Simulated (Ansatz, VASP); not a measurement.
# CaSe in VASP and in Ansatz

```
Ca Se
1.0
     0.00000    2.93755    2.93755
     2.93755    0.00000    2.93755
     2.93755    2.93755    0.00000
Ca Se
1 1
Direct
  0.00000 0.00000 0.00000
  0.50000 0.50000 0.50000
```

Alike in both runs: task single point; functional r2SCAN; k mesh 6 × 6 × 6; no spin polarisation.

|  | VASP | Ansatz |
| --- | --- | --- |
| version | VASP 6.6.1 | Ansatz 0.2.0 |
| potentials or method | VASP PAW PBE potentials, release 64 (Ca_sv, Se) | plane waves, PAW |
| plane-wave cutoff (eV) | 520 | 500 |
| occupations | gaussian, width 0.01 eV | fixed |
| valence electrons in the cell | 16 | 26 |

```tsv
	VASP	Ansatz	Ansatz less VASP
gap on the k mesh at the Fermi level (eV)	2.44	2.44	+0.001
pressure (GPa)	2.0	1.7	-0.27
```

VASP's potentials were made for PBE, not for r2SCAN. VASP's potentials hold 16 valence electrons a cell and Ansatz's 26, so a difference there can come from the potentials and not from the codes.
